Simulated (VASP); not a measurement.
AlN, 12 atoms in the cell. The structure is trigonal, space group R3m (No. 160). The conventional cell has a = 3.114 Å, b = 3.114 Å, c = 45.759 Å, α = 90.00°, β = 90.00°, γ = 120.00°. Within 2.5 Å of Al (site symmetry 3m) lie 4 N at 1.91 Å. Al (site symmetry 3m) has 4 N at 1.91 Å within 2.5 Å. Within 2.5 Å of Al (site symmetry 3m) lie 4 N at 1.91 Å. Within 2.5 Å of Al (site symmetry 3m) lie 4 N at 1.91 Å. Within 2.5 Å of Al (site symmetry 3m) lie 4 N at 1.91 Å. Within 2.5 Å of Al (site symmetry 3m) lie 3 N at 1.91 Å. N (site symmetry 3m) has 4 Al at 1.91 Å within 2.5 Å. Within 2.5 Å of N (site symmetry 3m) lie 4 Al at 1.91 Å. 

| Item | Value |
| --- | --- |
| Program | VASP 6.6.1 |
| Task | single point |
| Functional | PBE |
| Potentials or basis | VASP PAW PBE potentials, release 64 (Al, N) |
| Cutoff | 520 eV |
| k mesh | 8 × 8 × 2 |
| Occupations | gaussian, width 0.05 eV |
| Spin | no spin polarisation |
| Dipole correction | no |
| Further INCAR settings | ALGO = Normal; EDIFF = 1e-07; NBANDS = 36; ISYM = 0 |

Potentials or basis: VASP PAW PBE potentials, release 64 (Al, N).

The run is started by

```bash
$ cat potpaw_PBE.64/Al/POTCAR potpaw_PBE.64/N/POTCAR > POTCAR
$ mpirun -np 1 vasp_std > vasp.out
```

Hardware: 1 thread of Oxide Virtual Turin-like Processor (shared host).

Problem. How long does it take, and how much memory?

Solution. Wall time 9.3 min on 1 thread of Oxide Virtual Turin-like Processor (shared host), peak memory 0.35 GiB. Counts: scf iterations 17, k points 68.
